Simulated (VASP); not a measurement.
# Ge2Te3O (P6/mmm) in VASP: a series of runs

The runs below take Ge2Te3O through single point, relaxation of cell and atoms, with PBE.

Everything below comes from runs of VASP 6.6.1. Logs are shortened: lines on timing, memory, paths and dates and some standing lists are left out, and cuts for length are marked.

### Step 1. The cell of the first run

Symmetry: P6/mmm, No. 191, hexagonal system. Conventional cell: a = 6.223 Å, b = 6.223 Å, c = 6.582 Å, α = 90.00°, β = 90.00°, γ = 120.00°. Ge (site symmetry 6mm) has 1 O at 1.79 Å within 2.4 Å. Te (site symmetry mmm) has 4 Te at 3.11 Å and 4 Ge at 3.45 Å within 4.1 Å. Within 2.4 Å of O (site symmetry 6/mmm) lie 2 Ge at 1.79 Å.

The cell was generated, and may not be a known phase.

### Step 2. Single point, PBE

Contents of INCAR:

```
SYSTEM = Ge2Te3O
PREC = Accurate ; ENCUT = 520
EDIFF = 1E-6 ; ISMEAR = 0
SIGMA = 0.1 ; LREAL = .FALSE.
LASPH = .TRUE. ; NELM = 60
ALGO = Normal ; ISIF = 2
LWAVE = .FALSE. ; LCHARG = .TRUE.
GGA = PE ; LELF = .TRUE.
LVHAR = .TRUE. ; NBANDS = 35
```

Contents of KPOINTS:

```
Automatic mesh
0
G
  6 6 6
  0 0 0
```

Contents of POSCAR:

```
Ge2Te3O
1.0
    6.2226112054      0.0000000000      0.0000000000
   -3.1113056027      5.3889393818      0.0000000000
    0.0000000000      0.0000000000      6.5817765886
Ge Te O
2 3 1
Direct
    0.0000000000      0.0000000000      0.7726878115
    0.0000000000      0.0000000000      0.2273121885
    0.5000000000      0.0000000000      0.0000000000
    0.0000000000      0.5000000000      0.0000000000
    0.5000000000      0.5000000000      0.0000000000
    0.0000000000      0.0000000000      0.5000000000
```

Potentials or basis: VASP PAW PBE potentials, release 64 (Ge_d, Te, O).

Launch:

```
cat potpaw_PBE.64/Ge_d/POTCAR potpaw_PBE.64/Te/POTCAR potpaw_PBE.64/O/POTCAR > POTCAR
mpirun -np 1 vasp_std > vasp.out
```

OUTCAR:

```text
SYSTEM = Ge2Te3O
   PREC = Accurate
   ENCUT = 520
   EDIFF = 1E-6
   ISMEAR = 0
   LREAL = .FALSE.
   LASPH = .TRUE.
   NELM = 60
   ISIF = 2
   GGA = PE

 ion  position               nearest neighbor table
   1  0.000  0.000  0.773-   6 1.79
   2  0.000  0.000  0.227-   6 1.79
   3  0.500  0.000  0.000-   4 3.11   5 3.11   5 3.11   4 3.11
   4  0.000  0.500  0.000-   5 3.11   5 3.11   3 3.11   3 3.11
   5  0.500  0.500  0.000-   4 3.11   4 3.11   3 3.11   3 3.11
   6  0.000  0.000  0.500-   1 1.79   2 1.79

  LATTYP: Found a hexagonal cell.
 ALAT       =     6.2226112054
 C/A-ratio  =     1.0577193997

  Lattice vectors:

 A1 = (   6.2226112054,   0.0000000000,   0.0000000000)
 A2 = (  -3.1113056027,   5.3889393818,   0.0000000000)
 A3 = (   0.0000000000,   0.0000000000,   6.5817765886)

Analysis of symmetry for initial positions (statically):
=====================================================================
 Subroutine PRICEL returns:
 Original cell was already a primitive cell.

 Routine SETGRP: Setting up the symmetry group for a
 hexagonal supercell.

 Subroutine GETGRP returns: Found 24 space group operations
 (whereof 24 operations were pure point group operations)
 out of a pool of 24 trial point group operations.

The static configuration has the point symmetry D_6h.

Analysis of symmetry for dynamics (positions and initial velocities):
=====================================================================
 Subroutine PRICEL returns:
 Original cell was already a primitive cell.

 Routine SETGRP: Setting up the symmetry group for a
 hexagonal supercell.

 Subroutine GETGRP returns: Found 24 space group operations
 (whereof 24 operations were pure point group operations)
 out of a pool of 24 trial point group operations.

The dynamic configuration has the point symmetry D_6h.

 Subroutine INISYM returns: Found 24 space group operations
 (whereof 24 operations are pure point group operations),
 and found     1 'primitive' translations

----------------------------------------------------------------------------------------

                                     Primitive cell

  volume of cell :     220.7085

  direct lattice vectors                    reciprocal lattice vectors
     6.222611205  0.000000000  0.000000000     0.160704239  0.092782636  0.000000000
    -3.111305603  5.388939382  0.000000000     0.000000000  0.185565272  0.000000000
     0.000000000  0.000000000  6.581776589     0.000000000  0.000000000  0.151934662

  length of vectors
     6.222611205  6.222611205  6.581776589     0.185565272  0.185565272  0.151934662

  position of ions in fractional coordinates (direct lattice)
     0.000000000  0.000000000  0.772687811
     0.000000000  0.000000000  0.227312189
     0.500000000  0.000000000  0.000000000
     1.000000000  0.500000000  0.000000000
     0.500000000  0.500000000  0.000000000
     0.000000000  0.000000000  0.500000000

  ion indices of the primitive-cell ions
   primitive index   ion index
                 1           1
                 2           2
                 3           3
                 4           4
                 5           5
                 6           6

----------------------------------------------------------------------------------------

 KPOINTS: Automatic mesh

Automatic generation of k-mesh.
 Grid dimensions read from file:
 generate k-points for:    6    6    6

 Generating k-lattice:

  Cartesian coordinates                     Fractional coordinates (reciprocal lattice)
     0.026784040  0.015463773  0.000000000     0.166666667  0.000000000  0.000000000
     0.000000000  0.030927545  0.000000000     0.000000000  0.166666667  0.000000000
     0.000000000  0.000000000  0.025322444     0.000000000  0.000000000  0.166666667

  Length of vectors
     0.030927545  0.030927545  0.025322444

  Shift w.r.t. Gamma in fractional coordinates (k-lattice)
     0.000000000  0.000000000  0.000000000

 Subroutine IBZKPT returns following result:
 ===========================================

 Found     28 irreducible k-points:

 Following reciprocal coordinates:
            Coordinates               Weight
  0.000000  0.000000  0.000000      1.000000
  0.166667 -0.000000  0.000000      6.000000
  0.333333 -0.000000  0.000000      6.000000
  0.500000 -0.000000  0.000000      3.000000
  0.166667  0.166667  0.000000      6.000000
  0.333333  0.166667  0.000000     12.000000
[... 16 lines left out ...]
  0.166667 -0.000000  0.500000      6.000000
  0.333333 -0.000000  0.500000      6.000000
 [... further k-points ...]
   k-points           NKPTS =     28   k-points in BZ     NKDIM =     28   number of bands    NBANDS=     35
   number of dos      NEDOS =    301   number of ions     NIONS =      6
   total plane-waves  NPLWV = 115200
   dimension x,y,z NGX =    48 NGY =   48 NGZ =   50
   dimension x,y,z NGXF=    96 NGYF=   96 NGZF=  100
   ions per type =               2   3   1
   NGX,Y,Z   is equivalent  to a cutoff of  12.82, 12.82, 12.63 a.u.
   NGXF,Y,Z  is equivalent  to a cutoff of  25.65, 25.65, 25.26 a.u.
 SYSTEM =  Ge2Te3O
   PREC   = accura    normal or accurate (medium, high low for compatibility)
   ISTART =      0    job   : 0-new  1-cont  2-samecut
   ICHARG =      2    charge: 1-file 2-atom 10-const
   ISPIN  =      1    spin polarized calculation?
   LNONCOLLINEAR =      F non collinear calculations
   LSORBIT =      F    spin-orbit coupling
   LASPH  =      T    aspherical Exc in radial PAW
   ENCUT  =  520.0 eV  38.22 Ry    6.18 a.u.  11.57 11.57 12.24*2*pi/ulx,y,z
   NELM   =     60;   NELMIN=  2; NELMDL= -5     # of ELM steps
   EDIFF  = 0.1E-05   stopping-criterion for ELM
   LREAL  =      F    real-space projection
   EDIFFG = 0.1E-04   stopping-criterion for IOM
   NSW    =      0    number of steps for IOM
   IBRION =     -1    ionic relax: 0-MD 1-quasi-New 2-CG
   NFREE  =      0    steps in history (QN), initial steepest desc. (CG)
   ISIF   =      2    stress and relaxation
   ISYM   =      2    0-nonsym 1-usesym 2-fastsym
   POTIM  = 0.5000    time-step for ionic-motion
   TEBEG  =    0.0;   TEEND  =   0.0 temperature during run
   PSTRESS=    0.0 pullay stress
   NELECT =      52.0000    total number of electrons
   NUPDOWN=      -1.0000    fix difference up-down
   EMIN   =  10.00;   EMAX   =-10.00  energy-range for DOS
   EFERMI =   0.00;   METHOD = LEGACY
   ISMEAR =     0;   SIGMA  =   0.10  broadening in eV -4-tet -1-fermi 0-gaus
   EFERMI_NEDOS =   21; number of points for ismear=-14 and -15
   IALGO  =     38    algorithm
   IMIX   =      4    mixing-type and parameters
     AMIX     =   0.40;   BMIX     =  1.00
     AMIX_MAG =   1.60;   BMIX_MAG =  1.00
  volume/ion in A,a.u.               =      36.78       248.24
  Fermi-wavevector in a.u.,A,eV,Ry     =   1.011120  1.910741 13.910115  1.022365
  Thomas-Fermi vector in A             =   2.144151
   LORBIT       =      0    0 simple, 1 ext, 2 COOP (PROOUT), +10 PAW based schemes
   GGA     = PE    functional components
   LHFCALC =     F    Hartree Fock is set to
   AEXX    =    0.0000 exact exchange contribution
   IVDW    =     0    specifies the selected vdW correction
   LEPSILON=     F    determine dielectric tensor
   LRPA    =     F    only Hartree local field effects (RPA)
 non-spin polarized calculation
 Gauss-broadening in eV      SIGMA  =   0.10
  energy-cutoff  :      520.00
  volume of cell :      220.71
 maximum number of plane-waves:      5971
 NGX is ok and might be reduce to    48
   NGX = 23   NGY = 23   NGZ = 25

 number of electron      51.9999972 magnetization

 Free energy of the ion-electron system (eV)
  ---------------------------------------------------
  ext. energy  EPLUGINS =         0.00000000
  ---------------------------------------------------
  free energy    TOTEN  =       -23.96046577 eV

  energy without entropy =      -23.95425195  energy(sigma->0) =      -23.95735886

 E-fermi :   2.3419     XC(G=0):  -7.4751

 val. band max:        2.2904806923   @ k =   0.3333  -0.0000   0.3333
 cond. band min:       2.3431276457   @ k =   0.3333   0.3333   0.1667
 fundamental gap:      0.0526469534
 Fermi energy:         2.3419092179

 k-point     1 :       0.0000    0.0000    0.0000
  band No.  band energies     occupation
      1     -23.0232      2.00000
      2     -22.8688      2.00000
      3     -22.8688      2.00000
      4     -22.8669      2.00000
      5     -22.8669      2.00000
      6     -22.8406      2.00000
[... 27 lines left out ...]
     34       6.8752      0.00000
     35       7.1981      0.00000

 k-point     2 :       0.1667   -0.0000    0.0000
  band No.  band energies     occupation
      1     -23.0232      2.00000
      2     -22.8688      2.00000
      3     -22.8688      2.00000
      4     -22.8669      2.00000
      5     -22.8669      2.00000
      6     -22.8406      2.00000
[... 27 lines left out ...]
     34       7.1643      0.00000
     35       7.5877      0.00000

 k-point     3 :       0.3333   -0.0000    0.0000
  band No.  band energies     occupation
      1     -23.0232      2.00000
      2     -22.8688      2.00000
      3     -22.8687      2.00000
      4     -22.8669      2.00000
      5     -22.8669      2.00000
      6     -22.8406      2.00000
[... 27 lines left out ...]
     34       6.9086      0.00000
     35       7.7295      0.00000
[... 723 lines left out ...]
 k-point    23 :       0.1667   -0.0000    0.5000
  band No.  band energies     occupation
      1     -22.9827      2.00000
      2     -22.8824      2.00000
      3     -22.8686      2.00000
      4     -22.8686      2.00000
      5     -22.8672      2.00000
      6     -22.8671      2.00000
[... 27 lines left out ...]
     34       6.9619      0.00000
     35       7.2329      0.00000

 k-point    24 :       0.3333   -0.0000    0.5000
  band No.  band energies     occupation
      1     -22.9827      2.00000
      2     -22.8824      2.00000
      3     -22.8686      2.00000
      4     -22.8685      2.00000
      5     -22.8672      2.00000
      6     -22.8671      2.00000
[... 27 lines left out ...]
     34       7.4004      0.00000
     35       7.9374      0.00000

 [... further k-points ...]

------------------------ aborting loop because EDIFF is reached ----------------------------------------

  FORCE on cell =-STRESS in cart. coord.  units (eV):
  Direction    XX          YY          ZZ          XY          YZ          ZX
  --------------------------------------------------------------------------------------
  -------------------------------------------------------------------------------------
  Total       -0.0870830     -0.0870830     -0.0622748      0.0000000      0.0000000      0.0000000
  in kB       -0.6321566     -0.6321566     -0.4520684      0.0000000      0.0000000      0.0000000
  external PRESSURE =      -0.5721272 kB  Pullay stress =       0.0000000 kB

 VOLUME and BASIS-vectors are now :
 -----------------------------------------------------------------------------
  energy-cutoff  :      520.00
  volume of cell :      220.71
      direct lattice vectors                 reciprocal lattice vectors
     6.222611205  0.000000000  0.000000000     0.160704239  0.092782636  0.000000000
    -3.111305603  5.388939382  0.000000000     0.000000000  0.185565272  0.000000000
     0.000000000  0.000000000  6.581776589     0.000000000  0.000000000  0.151934662

 POSITION                                       TOTAL-FORCE (eV/Angst)
 -----------------------------------------------------------------------------------
      0.00000      0.00000      5.08566        -0.000000      0.000000      0.004026
      0.00000      0.00000      1.49612         0.000000     -0.000000     -0.004026
      3.11131      0.00000      0.00000        -0.000000     -0.000000      0.000000
     -1.55565      2.69447      0.00000        -0.000000     -0.000000      0.000000
      1.55565      2.69447      0.00000        -0.000000     -0.000000      0.000000
      0.00000      0.00000      3.29089        -0.000000     -0.000000      0.000000
 -----------------------------------------------------------------------------------
    total drift:                               -0.000000     -0.000000      0.000000

  FREE ENERGIE OF THE ION-ELECTRON SYSTEM (eV)
  ---------------------------------------------------
  free  energy   TOTEN  =       -23.9604657740 eV

  energy  without entropy=      -23.9542519539  energy(sigma->0) =      -23.95735886
```

Wall time 6.4 min (1 thread of Intel Xeon 8259CL, shared host); peak memory 0.41 GiB.

Results:

```
Free energy            : -23.9605 eV
Pressure               : -0.1 GPa
Largest force          : 0.004 eV/Å
Band gap on the k mesh : zero (bands 26 and 27 overlap by 2.30 eV)
```

Forces in eV/Å, atoms in the order of the input:
```
Ge   0.000  0.000  0.004
Ge   0.000  0.000 -0.004
Te   0.000  0.000  0.000
Te   0.000  0.000  0.000
Te   0.000  0.000  0.000
O    0.000  0.000  0.000
```

Levels at points of the mesh, in eV from the Fermi level:
```tsv
k point	band 24	band 25	band 26	band 27	band 28	band 29
(0.00, 0.00, 0.00)	-0.37	-0.37	0.55	0.55	1.33	2.22
(0.50, 0.00, 0.00)	-1.32	-1.06	-0.96	-0.83	1.00	1.91
(0.00, 0.00, 0.50)	-0.44	-0.44	1.46	1.46	1.84	1.84
(0.50, 0.00, 0.50)	-1.35	-1.29	-0.78	-0.52	0.25	2.54
```

Caveat: spin-orbit coupling is left out, which moves the levels of the heavy elements.

(Part 1 of 3 ends here.)

The gap in the log of VASP goes by the Fermi energy; the results here count the filled bands.